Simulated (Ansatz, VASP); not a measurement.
# Hf3F2 in VASP and in Ansatz

```xyz
5
Lattice="4.2846 0.0000 0.0000 0.0000 4.2846 0.0000 0.0000 0.0000 4.2846" Properties=species:S:1:pos:R:3 pbc="T T T"
Hf    2.1423    0.0000    0.0000
Hf    0.0000    2.1423    0.0000
Hf    0.0000    0.0000    2.1423
F     0.0000    0.0000    0.0000
F     2.1423    2.1423    2.1423
```

Alike in both runs: task relaxation of cell and atoms; functional PBE; k mesh 4 × 4 × 4; occupations gaussian, width 0.1 eV; no spin polarisation.

|  | VASP | Ansatz |
| --- | --- | --- |
| version | VASP 6.6.1 | Ansatz 0.2.0 |
| potentials or method | VASP PAW PBE potentials, release 64 (Hf_pv, F), cutoff 600 eV | scalar-relativistic, plane waves, PAW |
| valence electrons in the cell | 44 | 92 |

```csv
,VASP,Ansatz,Ansatz less VASP
"gap on the k mesh at the Fermi level, each at its own relaxed structure (eV)",none,none,-
relaxed volume (Å³/atom),18.44,18.69,+0.250
relaxed cell length with the largest relative difference (Å),4.518,4.538,+0.0203
```

A gap of «none» marks a metal or a gap that the smearing closes. VASP's potentials hold 44 valence electrons a cell and Ansatz's 92, so a difference there can come from the potentials and not from the codes.

The k mesh is coarse, so the values compare programs but aren't converged. Spin-orbit coupling is off throughout. Noted on VASP's run: the volume moved by over 15 % at a fixed basis, so the end points are rough.
